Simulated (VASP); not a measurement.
Here is a VASP 6.6.1 calculation.

INCAR

```
PREC     = Accurate       # precision mode
ENCUT    = 500            # plane-wave cutoff, eV
EDIFF    = 1E-6           # SCF threshold, eV
ISMEAR   = 0              # smearing method
SIGMA    = 0.02           # smearing width, eV
LREAL    = F              # projectors in reciprocal space
LASPH    = T              # aspherical terms in the spheres
NELM     = 120            # most SCF steps
ALGO     = Normal         # electronic algorithm
ISIF     = 2              # what is computed and relaxed
LWAVE    = F              # write WAVECAR
LCHARG   = T              # write CHGCAR
GGA      = PE             # functional
LELF     = T              # ELF
LVHAR    = T            
NBANDS   = 32             # bands
GGA_COMPAT= F
```

File KPOINTS:

```
regular mesh
0
Gamma
  12 12 4
```

POSCAR

```
Bi2S3
1.0
    4.0437861337      0.0000000000      0.0000000000
   -2.0218930668      3.5020215192      0.0000000000
    0.0000000000      0.0000000000      9.8359994278
Bi S
2 3
Direct
    0.3333333333      0.6666666667      0.1905513590
    0.6666666667      0.3333333333      0.8094486410
    0.3333333333      0.6666666667      0.6632623921
    0.6666666667      0.3333333333      0.3367376079
    0.0000000000      0.0000000000      0.0000000000
```

Potentials or basis: VASP PAW PBE potentials, release 64 (Bi_d, S).

Launch:

```sh
$ cat potpaw_PBE.64/Bi_d/POTCAR potpaw_PBE.64/S/POTCAR > POTCAR
$ mpirun -np 1 vasp_std > vasp.out
```

**Question.** Predict the pressure.

**Answer.** 0.5 GPa.

**Question.** What does it give for the largest force?

**Answer.** 0.004 eV/Å.

**Question.** What does it give for the band gap on the k mesh?

**Answer.** 0.99 eV.

Forces on the atoms (eV/Å):
```
Bi   0.000  0.000  0.000
Bi   0.000  0.000  0.000
S    0.000  0.000  0.004
S    0.000  0.000 -0.004
S    0.000  0.000  0.000
```

Caveat: spin-orbit coupling is left out, which moves the levels of the heavy elements; this functional lacks dispersion, which binds layers or chains, so the pressure and a relaxed spacing across them are unreliable. A k mesh can miss the band edges.
